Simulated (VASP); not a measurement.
Ga: single point with PBE

Crystal: Ga.

```
CELL_PARAMETERS angstrom
0.00000 2.08560 2.08560
2.08560 0.00000 2.08560
2.08560 2.08560 0.00000
ATOMIC_POSITIONS crystal
Ga 0.00000 0.00000 0.00000
```

This isn't the form of Ga at room conditions, which is orthorhombic.

```
Program                : VASP 6.6.1
Task                   : single point
Functional             : PBE
Potentials or basis    : VASP PAW PBE potentials, release 64 (Ga_d)
Cutoff                 : 520 eV
k mesh                 : 44 × 44 × 44
Occupations            : fermi-dirac, width 0.0612256 eV
Spin                   : no spin polarisation
Dipole correction      : no
Further INCAR settings : ALGO = Normal; EDIFF = 1e-07; NBANDS = 12
```

| Quantity | Value |
| --- | --- |
| Pressure | 2.4 GPa |
| Band gap on the k mesh | zero (an odd number of electrons rules out a gap without spin polarisation) |

Levels at points of the mesh, in eV from the Fermi level:
```
           k point  band 4  band 5  band 6  band 7  band 8  band 9
(0.00, 0.00, 0.00)  -14.84  -14.84  -11.39   12.62   12.62   12.62
(0.50, 0.00, 0.00)  -14.73  -14.73   -5.02   -4.20   10.16   10.16
(0.50, 0.50, 0.00)  -14.70  -14.70   -2.72   -2.30    5.02    5.02
```

Run time: 13 min on 1 thread of Oxide Virtual Turin-like Processor (shared host), peak memory 0.52 GiB.
